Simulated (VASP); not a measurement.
## GaAs: single point with PBEsol

GaAs:

```xyz
2
Lattice="0.0000 2.8289 2.8289 2.8289 0.0000 2.8289 2.8289 2.8289 0.0000" Properties=species:S:1:pos:R:3 pbc="T T T"
Ga    0.0000    0.0000    0.0000
As    1.4145    1.4145    1.4145
```

```json
{
 "Program": "VASP 6.6.1",
 "Task": "single point",
 "Functional": "PBEsol",
 "Potentials or basis": "VASP PAW PBE potentials, release 64 (Ga_d, As)",
 "Cutoff": "520 eV",
 "k mesh": "10 × 10 × 10",
 "Occupations": "gaussian, width 0.02 eV",
 "Spin": "no spin polarisation",
 "Dipole correction": "no",
 "Further INCAR settings": "ALGO = Normal; EDIFF = 1e-06; NBANDS = 16"
}
```

```json
{
 "Pressure": "0.2 GPa",
 "Band gap on the k mesh": "0.44 eV"
}
```

Levels at points of the mesh, in eV from the valence-band top:
```csv
k point,band 6,band 7,band 8,band 9,band 10,band 11,band 12,band 13
"(0.00, 0.00, 0.00)",-12.74,0.00,0.00,0.00,0.44,3.69,3.69,3.69
"(0.50, 0.00, 0.00)",-10.96,-6.67,-1.15,-1.15,0.92,4.58,4.58,7.58
"(0.50, 0.50, 0.00)",-10.22,-6.84,-2.69,-2.69,1.35,1.57,10.11,10.11
```

Wall time 30 s on 1 thread of Intel Xeon 8259CL, with other jobs on the host, peak memory 0.19 GiB.

Caveat: the PAW data sets were made with another functional, which shifts forces and pressure a little. A k mesh can miss the band edges.
